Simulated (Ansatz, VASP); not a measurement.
**One calculation of ZnS, two programs**

File INCAR:

```
SYSTEM = ZnS
  ALGO = Normal
  EDIFF = 1E-6
  ENCUT = 500
  GGA_COMPAT = .False.
  ISIF = 2
  ISMEAR = 0
  LASPH = .True.
  LCHARG = .False.
  LREAL = .False.
  LWAVE = .False.
  NBANDS = 16
  NELM = 120
  PREC = Accurate
  SIGMA = 0.05
```

File KPOINTS:

```
k-points
0
Gamma
  14 14 14
  0 0 0
```

The input POSCAR:

```
ZnS
1.0
    0.0000000000      2.4783528551      2.4783528551
    2.4783528551      0.0000000000      2.4783528551
    2.4783528551      2.4783528551      0.0000000000
Zn S
1 1
Direct
    0.0000000000      0.0000000000      0.0000000000
    0.5000000000      0.5000000000      0.5000000000
```

Input for Ansatz:

```yaml
crystal:
  lattice:
    - [0.0, 2.4783528551, 2.4783528551]
    - [2.4783528551, 0.0, 2.4783528551]
    - [2.4783528551, 2.4783528551, 0.0]
  atoms:
    - { symbol: Zn, position: [0.0, 0.0, 0.0] }
    - { symbol: S, position: [0.5, 0.5, 0.5] }
scf:
  occupations: { method: gaussian, width: 0.05 }
output:
  forces: true
  stress: true
  eigenvalues: true
  write_density: true
  write_potential: true
  elf: true
  volumetric_format: npy
hamiltonian:
  xc: lda
basis:
  ecutwfc: 500
kpoints:
  mp_grid: { grid: [14, 14, 14] }
```

Alike in both runs: task single point; functional LDA; k mesh 14 × 14 × 14; occupations gaussian, width 0.05 eV; no spin polarisation.

|  | VASP | Ansatz |
| --- | --- | --- |
| version | VASP 6.6.1 | Ansatz 0.2.0 |
| potentials or method | VASP PAW LDA potentials, release 64 (Zn, S), cutoff 500 eV | scalar-relativistic, plane waves, PAW |
| valence electrons in the cell | 18 | 18 |

```csv
,VASP,Ansatz,Ansatz less VASP
gap on the k mesh at the Fermi level (eV),none,none,-
pressure (GPa),1.0,0.6,-0.40
```

LDA's correlation is that of Perdew and Zunger in VASP and of Perdew and Wang (1992) in Ansatz. A gap of «none» marks a metal or a gap that the smearing closes.
